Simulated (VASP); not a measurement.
# WSe2 (R-3m) in VASP: a series of runs

WSe2 is run at these levels: PBE; tasks: single point.

All numbers are computed with VASP 6.6.1; they aren't measurements. Logs are shortened: lines on timing, memory, paths and dates and some standing lists are left out, and cuts for length are marked.

### 1 The cell of the first run

Symmetry: R-3m, No. 166, trigonal system. The conventional cell has a = 3.287 Å, b = 3.287 Å, c = 19.492 Å, α = 90.00°, β = 90.00°, γ = 120.00°. W (site symmetry -3m) has 6 Se at 2.55 Å and 6 W at 3.29 Å within 3.4 Å. Within 3.4 Å of Se (site symmetry 3m) lie 3 W at 2.55 Å and 6 Se at 3.29 Å.

### 2 Single point, PBE

Contents of INCAR:

```
PREC = Accurate ; ENCUT = 520
EDIFF = 1E-6 ; ISMEAR = 1
SIGMA = 0.5 ; LREAL = False
LASPH = True ; NELM = 80
ALGO = Normal ; ISIF = 2
LWAVE = False ; LCHARG = True
GGA = PE ; LELF = True
LVHAR = True ; NBANDS = 20
```

Contents of KPOINTS:

```
regular mesh
0
Gamma
  6 6 6
```

Contents of POSCAR:

```
WSe2
1.0
    1.6433003578      0.9487599040      6.4972669668
   -1.6433003578      0.9487599040      6.4972669668
    0.0000000000     -1.8975198079      6.4972669668
W Se
1 2
Direct
    0.0000000000      0.0000000000      0.0000000000
    0.2462563275      0.2462563275      0.2462563275
    0.7537436725      0.7537436725      0.7537436725
```

Potentials or basis: VASP PAW PBE potentials, release 64 (W_sv, Se).

Run with:

```
cat potpaw_PBE.64/W_sv/POTCAR potpaw_PBE.64/Se/POTCAR > POTCAR
mpirun -np 1 vasp_std > vasp.out
```

OUTCAR:

```text
PREC = Accurate
   ENCUT = 520
   EDIFF = 1E-6
   ISMEAR = 1
   LREAL = False
   LASPH = True
   NELM = 80
   ISIF = 2
   GGA = PE

 ion  position               nearest neighbor table
   1  0.000  0.000  0.000-   3 2.55   3 2.55   2 2.55   2 2.55   3 2.55   2 2.55
   2  0.246  0.246  0.246-   1 2.55   1 2.55   1 2.55
   3  0.754  0.754  0.754-   1 2.55   1 2.55   1 2.55

  LATTYP: Found a trigonal (rhomboedric) cell.
 ALAT       =     6.7686822543
 COS(alpha) =     0.8821157891

  Lattice vectors:

 A1 = (   1.6433003578,   0.9487599040,   6.4972669668)
 A2 = (  -1.6433003578,   0.9487599040,   6.4972669668)
 A3 = (   0.0000000000,  -1.8975198079,   6.4972669668)

Analysis of symmetry for initial positions (statically):
=====================================================================
 Subroutine PRICEL returns:
 Original cell was already a primitive cell.

 Routine SETGRP: Setting up the symmetry group for a
 trigonal (rhombohedral) supercell.

 Subroutine GETGRP returns: Found 12 space group operations
 (whereof 12 operations were pure point group operations)
 out of a pool of 12 trial point group operations.

The static configuration has the point symmetry D_3d.

Analysis of symmetry for dynamics (positions and initial velocities):
=====================================================================
 Subroutine PRICEL returns:
 Original cell was already a primitive cell.

 Routine SETGRP: Setting up the symmetry group for a
 trigonal (rhombohedral) supercell.

 Subroutine GETGRP returns: Found 12 space group operations
 (whereof 12 operations were pure point group operations)
 out of a pool of 12 trial point group operations.

The dynamic configuration has the point symmetry D_3d.

 Subroutine INISYM returns: Found 12 space group operations
 (whereof 12 operations are pure point group operations),
 and found     1 'primitive' translations

----------------------------------------------------------------------------------------

                                     Primitive cell

  volume of cell :      60.7792

  direct lattice vectors                    reciprocal lattice vectors
     1.643300358  0.948759904  6.497266967     0.304265740  0.175667907  0.051303623
    -1.643300358  0.948759904  6.497266967    -0.304265740  0.175667907  0.051303623
     0.000000000 -1.897519808  6.497266967     0.000000000 -0.351335814  0.051303623

  length of vectors
     6.768682254  6.768682254  6.768682254     0.355061848  0.355061848  0.355061848

  position of ions in fractional coordinates (direct lattice)
     0.000000000  0.000000000  0.000000000
     0.246256327  0.246256327  0.246256327
     0.753743673  0.753743673  0.753743673

  ion indices of the primitive-cell ions
   primitive index   ion index
                 1           1
                 2           2
                 3           3

----------------------------------------------------------------------------------------

 KPOINTS: regular mesh

Automatic generation of k-mesh.
 Grid dimensions read from file:
 generate k-points for:    6    6    6

 Generating k-lattice:

  Cartesian coordinates                     Fractional coordinates (reciprocal lattice)
     0.050710957  0.029277985  0.008550604     0.166666667  0.000000000  0.000000000
    -0.050710957  0.029277985  0.008550604     0.000000000  0.166666667  0.000000000
     0.000000000 -0.058555969  0.008550604    -0.000000000 -0.000000000  0.166666667

  Length of vectors
     0.059176975  0.059176975  0.059176975

  Shift w.r.t. Gamma in fractional coordinates (k-lattice)
     0.000000000  0.000000000  0.000000000

 Subroutine IBZKPT returns following result:
 ===========================================

 Found     32 irreducible k-points:

 Following reciprocal coordinates:
            Coordinates               Weight
  0.000000  0.000000  0.000000      1.000000
  0.166667 -0.000000  0.000000      6.000000
  0.333333 -0.000000  0.000000      6.000000
  0.500000  0.000000  0.000000      3.000000
  0.166667  0.166667  0.000000      6.000000
  0.333333  0.166667 -0.000000     12.000000
[... 16 lines left out ...]
  0.500000  0.500000  0.166667      6.000000
 -0.333333  0.500000  0.166667     12.000000
 [... further k-points ...]
   k-points           NKPTS =     32   k-points in BZ     NKDIM =     32   number of bands    NBANDS=     20
   number of dos      NEDOS =    301   number of ions     NIONS =      3
   total plane-waves  NPLWV = 125000
   dimension x,y,z NGX =    50 NGY =   50 NGZ =   50
   dimension x,y,z NGXF=   100 NGYF=  100 NGZF=  100
   ions per type =               1   2
   NGX,Y,Z   is equivalent  to a cutoff of  12.28, 12.28, 12.28 a.u.
   NGXF,Y,Z  is equivalent  to a cutoff of  24.56, 24.56, 24.56 a.u.
 SYSTEM =  unknown system
   PREC   = accura    normal or accurate (medium, high low for compatibility)
   ISTART =      0    job   : 0-new  1-cont  2-samecut
   ICHARG =      2    charge: 1-file 2-atom 10-const
   ISPIN  =      1    spin polarized calculation?
   LNONCOLLINEAR =      F non collinear calculations
   LSORBIT =      F    spin-orbit coupling
   LASPH  =      T    aspherical Exc in radial PAW
   ENCUT  =  520.0 eV  38.22 Ry    6.18 a.u.  12.59 12.59 12.59*2*pi/ulx,y,z
   NELM   =     80;   NELMIN=  2; NELMDL= -5     # of ELM steps
   EDIFF  = 0.1E-05   stopping-criterion for ELM
   LREAL  =      F    real-space projection
   EDIFFG = 0.1E-04   stopping-criterion for IOM
   NSW    =      0    number of steps for IOM
   IBRION =     -1    ionic relax: 0-MD 1-quasi-New 2-CG
   NFREE  =      0    steps in history (QN), initial steepest desc. (CG)
   ISIF   =      2    stress and relaxation
   ISYM   =      2    0-nonsym 1-usesym 2-fastsym
   POTIM  = 0.5000    time-step for ionic-motion
   TEBEG  =    0.0;   TEEND  =   0.0 temperature during run
   PSTRESS=    0.0 pullay stress
   NELECT =      26.0000    total number of electrons
   NUPDOWN=      -1.0000    fix difference up-down
   EMIN   =  10.00;   EMAX   =-10.00  energy-range for DOS
   EFERMI =   0.00;   METHOD = LEGACY
   ISMEAR =     1;   SIGMA  =   0.50  broadening in eV -4-tet -1-fermi 0-gaus
   EFERMI_NEDOS =   21; number of points for ismear=-14 and -15
   IALGO  =     38    algorithm
   IMIX   =      4    mixing-type and parameters
     AMIX     =   0.40;   BMIX     =  1.00
     AMIX_MAG =   1.60;   BMIX_MAG =  1.00
  volume/ion in A,a.u.               =      20.26       136.72
  Fermi-wavevector in a.u.,A,eV,Ry     =   1.233524  2.331022 20.702366  1.521581
  Thomas-Fermi vector in A             =   2.368251
   LORBIT       =      0    0 simple, 1 ext, 2 COOP (PROOUT), +10 PAW based schemes
   GGA     = PE    functional components
   LHFCALC =     F    Hartree Fock is set to
   AEXX    =    0.0000 exact exchange contribution
   IVDW    =     0    specifies the selected vdW correction
   LEPSILON=     F    determine dielectric tensor
   LRPA    =     F    only Hartree local field effects (RPA)
 non-spin polarized calculation
 Methfessel and Paxton  Order N= 1 SIGMA  =   0.50
  energy-cutoff  :      520.00
  volume of cell :       60.78
 maximum number of plane-waves:      1652
   NGX = 25   NGY = 25   NGZ = 25

 number of electron      26.0000003 magnetization

 Free energy of the ion-electron system (eV)
  ---------------------------------------------------
  ext. energy  EPLUGINS =         0.00000000
  ---------------------------------------------------
  free energy    TOTEN  =       -20.84301844 eV

  energy without entropy =      -20.89028654  energy(sigma->0) =      -20.85877447

 E-fermi :   6.6402     XC(G=0): -10.7907

 val. band max:        6.5134236661   @ k =  -0.3333   0.5000   0.3333
 cond. band min:       6.7187120775   @ k =   0.5000   0.3333   0.1667
 fundamental gap:      0.2052884114
 Fermi energy:         6.6401724216

 k-point     1 :       0.0000    0.0000    0.0000
  band No.  band energies     occupation
      1     -68.0648      2.00000
      2     -32.2330      2.00000
      3     -32.2230      2.00000
      4     -32.2230      2.00000
      5      -8.9373      2.00000
      6      -7.4555      2.00000
[... 12 lines left out ...]
     19      12.4898     -0.00000
     20      16.1429     -0.00000

 k-point     2 :       0.1667   -0.0000    0.0000
  band No.  band energies     occupation
      1     -68.0622      2.00000
      2     -32.2819      2.00000
      3     -32.2369      2.00000
      4     -32.2218      2.00000
      5      -8.5075      2.00000
      6      -7.3002      2.00000
[... 12 lines left out ...]
     19      13.8952     -0.00000
     20      15.5369     -0.00000

 k-point     3 :       0.3333   -0.0000    0.0000
  band No.  band energies     occupation
      1     -68.0570      2.00000
      2     -32.3977      2.00000
      3     -32.2646      2.00000
      4     -32.1993      2.00000
      5      -7.5096      2.00000
      6      -6.8666      2.00000
[... 12 lines left out ...]
     19      12.8762     -0.00000
     20      14.3286     -0.00000

 k-point     4 :       0.5000    0.0000    0.0000
  band No.  band energies     occupation
      1     -68.0544      2.00000
      2     -32.4547      2.00000
      3     -32.2783      2.00000
      4     -32.1879      2.00000
      5      -7.0487      2.00000
      6      -6.3626      2.00000
[... 12 lines left out ...]
     19      12.2337     -0.00000
     20      12.6509     -0.00000

 k-point     5 :       0.1667    0.1667    0.0000
  band No.  band energies     occupation
      1     -68.0622      2.00000
      2     -32.2819      2.00000
      3     -32.2369      2.00000
      4     -32.2218      2.00000
      5      -8.4865      2.00000
      6      -7.3342      2.00000
[... 12 lines left out ...]
     19      13.9480     -0.00000
     20      15.5538     -0.00000
[... 353 lines left out ...]
      6      -6.5377      2.00000
[... 12 lines left out ...]
     19      13.2584     -0.00000
     20      14.5155     -0.00000

 k-point    22 :      -0.1667    0.3333    0.1667
  band No.  band energies     occupation
      1     -68.0544      2.00000
      2     -32.4252      2.00000
      3     -32.3086      2.00000
      4     -32.1880      2.00000
      5      -6.8497      2.00000
      6      -6.6343      2.00000
[... 12 lines left out ...]
     19      12.5658     -0.00000
     20      14.9462     -0.00000

 k-point    23 :       0.5000    0.5000    0.1667
  band No.  band energies     occupation
      1     -68.0570      2.00000
      2     -32.3977      2.00000
      3     -32.2646      2.00000
      4     -32.1993      2.00000
      5      -7.2810      2.00000
      6      -7.1261      2.00000
[... 12 lines left out ...]
     19      12.8742     -0.00000
     20      14.9519     -0.00000

 k-point    24 :      -0.3333    0.5000    0.1667
  band No.  band energies     occupation
      1     -68.0544      2.00000
      2     -32.4252      2.00000
      3     -32.3086      2.00000
      4     -32.1880      2.00000
      5      -6.8682      2.00000
      6      -6.6027      2.00000
[... 12 lines left out ...]
     19      12.9214     -0.00000
     20      14.4380     -0.00000

 [... further k-points ...]

------------------------ aborting loop because EDIFF is reached ----------------------------------------

  FORCE on cell =-STRESS in cart. coord.  units (eV):
  Direction    XX          YY          ZZ          XY          YZ          ZX
  --------------------------------------------------------------------------------------
  -------------------------------------------------------------------------------------
  Total        1.0005442      1.0005442      1.8869627      0.0000000      0.0000000      0.0000000
  in kB       26.3749478     26.3749478     49.7414744      0.0000000      0.0000000      0.0000000
  external PRESSURE =      34.1637900 kB  Pullay stress =       0.0000000 kB

 VOLUME and BASIS-vectors are now :
 -----------------------------------------------------------------------------
  energy-cutoff  :      520.00
  volume of cell :       60.78
      direct lattice vectors                 reciprocal lattice vectors
     1.643300358  0.948759904  6.497266967     0.304265740  0.175667907  0.051303623
    -1.643300358  0.948759904  6.497266967    -0.304265740  0.175667907  0.051303623
     0.000000000 -1.897519808  6.497266967     0.000000000 -0.351335814  0.051303623

 POSITION                                       TOTAL-FORCE (eV/Angst)
 -----------------------------------------------------------------------------------
      0.00000      0.00000      0.00000         0.000000      0.000000      0.000000
      0.00000      0.00000      4.79998        -0.000000     -0.000000     -0.318050
      0.00000      0.00000     14.69182        -0.000000      0.000000      0.318050
 -----------------------------------------------------------------------------------
    total drift:                               -0.000000     -0.000000      0.000000

  FREE ENERGIE OF THE ION-ELECTRON SYSTEM (eV)
  ---------------------------------------------------
  free  energy   TOTEN  =       -20.8430184435 eV

  energy  without entropy=      -20.8902865379  energy(sigma->0) =      -20.85877447
```

Wall time 4.1 min (1 thread of Intel Xeon 8259CL, shared host); peak memory 0.34 GiB.

Results:

```yaml
Free_energy: -20.8430 eV
Pressure: 3.4 GPa
Largest_force: 0.318 eV/Å
Band_gap_on_the_k_mesh: zero (bands 13 and 14 overlap by 0.46 eV)
```

Forces on the atoms (eV/Å):
```
W    0.000  0.000  0.000
Se   0.000  0.000 -0.318
Se   0.000  0.000  0.318
```

Levels at points of the mesh, in eV from the Fermi level:
| k point | band 11 | band 12 | band 13 | band 14 | band 15 | band 16 |
| --- | --- | --- | --- | --- | --- | --- |
| (0.00, 0.00, 0.00) | -1.53 | -0.58 | -0.58 | 0.37 | 0.37 | 3.52 |
| (0.50, 0.00, 0.00) | -2.98 | -2.04 | -1.26 | 1.61 | 2.25 | 3.40 |
| (0.50, 0.50, 0.00) | -3.00 | -2.33 | -1.55 | 1.61 | 1.91 | 3.49 |
| (0.50, 0.50, 0.50) | -0.57 | -0.57 | -0.39 | 0.21 | 0.21 | 3.69 |

Caveat: the k points lie up to 0.37 Å⁻¹ apart; spin-orbit coupling is left out, which moves the levels of the heavy elements.

(Continued in part 2 of 2.)

The gap in the log of VASP goes by the Fermi energy; the results here count the filled bands.